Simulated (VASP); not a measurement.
# CdS (P6_3mc) in VASP: single point with PBE

Aim: the single point of CdS with PBE.

All numbers are computed with VASP 6.6.1; they aren't measurements. Logs are shortened: lines on timing, memory, paths and dates and some standing lists are left out, and cuts for length are marked.

### Step 1. The cell of the first run

It takes space group P6_3mc (No. 186, hexagonal). Conventional cell: a = 4.195 Å, b = 4.195 Å, c = 6.827 Å, α = 90.00°, β = 90.00°, γ = 120.00°. Cd (site symmetry 3m) has 4 S at 2.56 to 2.57 Å within 3.4 Å. S (site symmetry 3m) has 4 Cd at 2.56 to 2.57 Å within 3.4 Å.

### Step 2. Single point, PBE, non-collinear spin, zero start, spin-orbit coupling

INCAR reads:

```
  ALGO = Normal
  EDIFF = 1E-6
  ENCUT = 520
  GGA = PE
  GGA_COMPAT = F
  ISIF = 2
  ISMEAR = 0
  LASPH = T
  LCHARG = F
  LNONCOLLINEAR = T
  LORBIT = 11
  LORBMOM = T
  LREAL = F
  LSORBIT = T
  LWAVE = F
  MAGMOM = 0 0 0 0 0 0 0 0 0 0 0 0
  NBANDS = 50
  NELM = 150
  PREC = Accurate
  SIGMA = 0.02
```

KPOINTS reads:

```
k-points
0
Gamma
  9 9 4
```

POSCAR reads:

```
CdS
1.0
    4.1950880696      0.0000000000      0.0000000000
   -2.0975440348      3.6330528394      0.0000000000
    0.0000000000      0.0000000000      6.8265176693
Cd S
2 2
Direct
    0.3333333333      0.6666666667     -0.0007931255
    0.6666666667      0.3333333333      0.4992068745
    0.3333333333      0.6666666667      0.3757931255
    0.6666666667      0.3333333333      0.8757931255
```

Potentials or basis: VASP PAW PBE potentials, release 64 (Cd, S).

Run with:

```console
cat potpaw_PBE.64/Cd/POTCAR potpaw_PBE.64/S/POTCAR > POTCAR
mpirun -np 1 vasp_ncl > vasp.out
```

OUTCAR:

```text
EDIFF = 1E-6
   ENCUT = 520
   GGA = PE
   ISIF = 2
   ISMEAR = 0
   LASPH = T
   LNONCOLLINEAR = T
   LORBIT = 11
   LREAL = F
   LSORBIT = T
   NELM = 150
   PREC = Accurate

 ion  position               nearest neighbor table
   1  0.333  0.667  0.999-   4 2.56   4 2.56   4 2.56   3 2.57
   2  0.667  0.333  0.499-   3 2.56   3 2.56   3 2.56   4 2.57
   3  0.333  0.667  0.376-   2 2.56   2 2.56   2 2.56   1 2.57
   4  0.667  0.333  0.876-   1 2.56   1 2.56   1 2.56   2 2.57

  LATTYP: Found a hexagonal cell.
 ALAT       =     4.1950880696
 C/A-ratio  =     1.6272644474

  Lattice vectors:

 A1 = (   4.1950880696,   0.0000000000,   0.0000000000)
 A2 = (  -2.0975440348,   3.6330528394,   0.0000000000)
 A3 = (   0.0000000000,   0.0000000000,   6.8265176693)

Analysis of symmetry for initial positions (statically):
=====================================================================
 Subroutine PRICEL returns:
 Original cell was already a primitive cell.

 Routine SETGRP: Setting up the symmetry group for a
 hexagonal supercell.

 Subroutine GETGRP returns: Found 12 space group operations
 (whereof  6 operations were pure point group operations)
 out of a pool of 24 trial point group operations.

The static configuration has the point symmetry C_3v.
 The point group associated with its full space group is C_6v.

Analysis of symmetry for dynamics (positions and initial velocities):
=====================================================================
 Subroutine PRICEL returns:
 Original cell was already a primitive cell.

 Routine SETGRP: Setting up the symmetry group for a
 hexagonal supercell.

 Subroutine GETGRP returns: Found 12 space group operations
 (whereof  6 operations were pure point group operations)
 out of a pool of 24 trial point group operations.

The dynamic configuration has the point symmetry C_3v.
 The point group associated with its full space group is C_6v.

Analysis of structural, dynamic, and magnetic symmetry:
=====================================================================
 Subroutine PRICEL returns:
 Original cell was already a primitive cell.

 Routine SETGRP: Setting up the symmetry group for a
 hexagonal supercell.

 Subroutine GETGRP returns: Found 12 space group operations
 (whereof  6 operations were pure point group operations)
 out of a pool of 24 trial point group operations.

The overall configuration has the point symmetry C_3v.
 The point group associated with its full space group is C_6v.

 Subroutine INISYM returns: Found 12 space group operations
 (whereof  6 operations are pure point group operations),
 and found     1 'primitive' translations

----------------------------------------------------------------------------------------

                                     Primitive cell

  volume of cell :     104.0428

  direct lattice vectors                    reciprocal lattice vectors
     4.195088070  0.000000000  0.000000000     0.238374018  0.137625304  0.000000000
    -2.097544035  3.633052839  0.000000000     0.000000000  0.275250607  0.000000000
     0.000000000  0.000000000  6.826517669     0.000000000  0.000000000  0.146487572

  length of vectors
     4.195088070  4.195088070  6.826517669     0.275250607  0.275250607  0.146487572

  position of ions in fractional coordinates (direct lattice)
     0.333333333  0.666666667  0.999206874
     0.666666667  0.333333333  0.499206874
     0.333333333  0.666666667  0.375793126
     0.666666667  0.333333333  0.875793126

  ion indices of the primitive-cell ions
   primitive index   ion index
                 1           1
                 2           2
                 3           3
                 4           4

[... 115 lines left out ...]
  ---------------------------------------------------
  ext. energy  EPLUGINS =         0.00000000
  ---------------------------------------------------
  free energy    TOTEN  =       -12.35693082 eV

  energy without entropy =      -12.35693082  energy(sigma->0) =      -12.35693082

 E-fermi :   1.0150     XC(G=0):  -8.9242

 val. band max:        0.9344491525   @ k =   0.0000   0.0000   0.0000
 cond. band min:       2.0346994206   @ k =   0.0000   0.0000   0.0000
 fundamental gap:      1.1002502681
 Fermi energy:         1.0150269720

 k-point     1 :       0.0000    0.0000    0.0000
  band No.  band energies     occupation
      1     -11.1760      1.00000
      2     -11.1760      1.00000
      3     -10.7890      1.00000
      4     -10.7890      1.00000
      5      -6.9267      1.00000
      6      -6.9267      1.00000
[... 1213 lines left out ...]
     47       7.9472      0.00000
     48       7.9727      0.00000

 [... further k-points ...]

 [bands above 48 left out]

------------------------ aborting loop because EDIFF is reached ----------------------------------------

  FORCE on cell =-STRESS in cart. coord.  units (eV):
  Direction    XX          YY          ZZ          XY          YZ          ZX
  --------------------------------------------------------------------------------------
  -------------------------------------------------------------------------------------
  Total        0.2046538      0.2046538      0.2063025      0.0000000      0.0000000      0.0000000
  in kB        3.1515081      3.1515081      3.1768970      0.0000000      0.0000000      0.0000000
  external PRESSURE =       3.1599711 kB  Pullay stress =       0.0000000 kB

 VOLUME and BASIS-vectors are now :
 -----------------------------------------------------------------------------
  energy-cutoff  :      520.00
  volume of cell :      104.04
      direct lattice vectors                 reciprocal lattice vectors
     4.195088070  0.000000000  0.000000000     0.238374018  0.137625304  0.000000000
    -2.097544035  3.633052839  0.000000000     0.000000000  0.275250607  0.000000000
     0.000000000  0.000000000  6.826517669     0.000000000  0.000000000  0.146487572

 POSITION                                       TOTAL-FORCE (eV/Angst)
 -----------------------------------------------------------------------------------
     -0.00000      2.42204      6.82110         0.000000      0.000000      0.000675
      2.09754      1.21102      3.40784         0.000000      0.000000      0.000675
     -0.00000      2.42204      2.56536        -0.000000      0.000000     -0.000675
      2.09754      1.21102      5.97862         0.000000      0.000000     -0.000675
 -----------------------------------------------------------------------------------
    total drift:                               -0.000000      0.000000     -0.001018

  FREE ENERGIE OF THE ION-ELECTRON SYSTEM (eV)
  ---------------------------------------------------
  free  energy   TOTEN  =       -12.3569308214 eV

  energy  without entropy=      -12.3569308214  energy(sigma->0) =      -12.35693082

 orbital moment (x)

 # of ion     p       d       tot
 ----------------------------------------
  1         0.000   0.000   0.000
  2         0.000  -0.000  -0.000
  3        -0.000   0.000  -0.000
  4         0.000   0.000   0.000
 ----------------------------------------
            0.000  -0.000  -0.000

 orbital moment (y)

 # of ion     p       d       tot
 ----------------------------------------
  1         0.000   0.000   0.000
  2         0.000  -0.000  -0.000
  3        -0.000   0.000  -0.000
  4         0.000   0.000   0.000
 ----------------------------------------
            0.000   0.000   0.000

 orbital moment (z)

 # of ion     p       d       tot
 ----------------------------------------
  1         0.000   0.000   0.000
  2         0.000  -0.000  -0.000
  3         0.000   0.000   0.000
  4         0.000   0.000   0.000
 ----------------------------------------
            0.000   0.000   0.000

 Spin-Orbit-Coupling matrix elements

 Ion:    1  E_soc:     -0.0556872
 l=   1
     0.0000000    -0.0023088    -0.0023288
    -0.0023088     0.0000000    -0.0023088
    -0.0023288    -0.0023088     0.0000000
 l=   2
     0.0000000    -0.0013873     0.0000000    -0.0013873    -0.0055930
    -0.0013873     0.0000000    -0.0041896    -0.0013759    -0.0013873
     0.0000000    -0.0041896     0.0000000    -0.0041896     0.0000000
    -0.0013873    -0.0013759    -0.0041896     0.0000000    -0.0013873
    -0.0055930    -0.0013873     0.0000000    -0.0013873     0.0000000
 l=   3
     0.0000000     0.0000000     0.0000000     0.0000000     0.0000000     0.0000000     0.0000000
     0.0000000     0.0000000     0.0000000     0.0000000     0.0000000     0.0000000     0.0000000
     0.0000000     0.0000000     0.0000000     0.0000000     0.0000000     0.0000000     0.0000000
     0.0000000     0.0000000     0.0000000     0.0000000     0.0000000     0.0000000     0.0000000
[... 49 lines left out ...]
 l=   2
     0.0000000     0.0000000     0.0000000     0.0000000     0.0000000
     0.0000000     0.0000000     0.0000000     0.0000000     0.0000000
     0.0000000     0.0000000     0.0000000     0.0000000     0.0000000
     0.0000000     0.0000000     0.0000000     0.0000000     0.0000000
     0.0000000     0.0000000     0.0000000     0.0000000     0.0000000
 l=   3
     0.0000000     0.0000000     0.0000000     0.0000000     0.0000000     0.0000000     0.0000000
     0.0000000     0.0000000     0.0000000     0.0000000     0.0000000     0.0000000     0.0000000
     0.0000000     0.0000000     0.0000000     0.0000000     0.0000000     0.0000000     0.0000000
     0.0000000     0.0000000     0.0000000     0.0000000     0.0000000     0.0000000     0.0000000
     0.0000000     0.0000000     0.0000000     0.0000000     0.0000000     0.0000000     0.0000000
     0.0000000     0.0000000     0.0000000     0.0000000     0.0000000     0.0000000     0.0000000
     0.0000000     0.0000000     0.0000000     0.0000000     0.0000000     0.0000000     0.0000000

 total charge

# of ion       s       p       d       tot
------------------------------------------
    1        0.416   0.300   9.565  10.281
    2        0.416   0.300   9.565  10.281
    3        1.325   2.384   0.000   3.708
    4        1.325   2.384   0.000   3.708
--------------------------------------------------
tot          3.482   5.367  19.129  27.978

 magnetization (x)

# of ion       s       p       d       tot
------------------------------------------
    1       -0.000   0.000   0.000   0.000
    2        0.000  -0.000  -0.000  -0.000
    3        0.000   0.000   0.000   0.000
    4        0.000   0.000   0.000   0.000
--------------------------------------------------
tot          0.000   0.000   0.000   0.000

 magnetization (y)

# of ion       s       p       d       tot
------------------------------------------
    1       -0.000  -0.000   0.000  -0.000
    2        0.000  -0.000   0.000  -0.000
    3        0.000   0.000   0.000   0.000
    4        0.000   0.000   0.000   0.000
--------------------------------------------------
tot         -0.000  -0.000   0.000  -0.000

 magnetization (z)

# of ion       s       p       d       tot
------------------------------------------
    1       -0.000  -0.000  -0.000  -0.000
    2       -0.000  -0.000   0.000  -0.000
    3       -0.000   0.000   0.000  -0.000
    4       -0.000   0.000   0.000  -0.000
--------------------------------------------------
tot         -0.000  -0.000  -0.000  -0.000
```

It took 4.4 min on 1 thread of Intel Xeon 6975P-C (Granite Rapids), shared host; peak memory 0.62 GiB.

What came out:

| Property | Result |
| --- | --- |
| Free energy | -12.3569 eV |
| Pressure | 0.3 GPa |
| Net moment | 0.00 μB per cell |
| Valence electrons inside the program's atomic spheres | Cd 10.28; S 3.71 |

Moments on the atoms (μB; x, y, z):
```
Cd  0.00 0.00 0.00
Cd  0.00 0.00 0.00
S   0.00 0.00 0.00
S   0.00 0.00 0.00
```
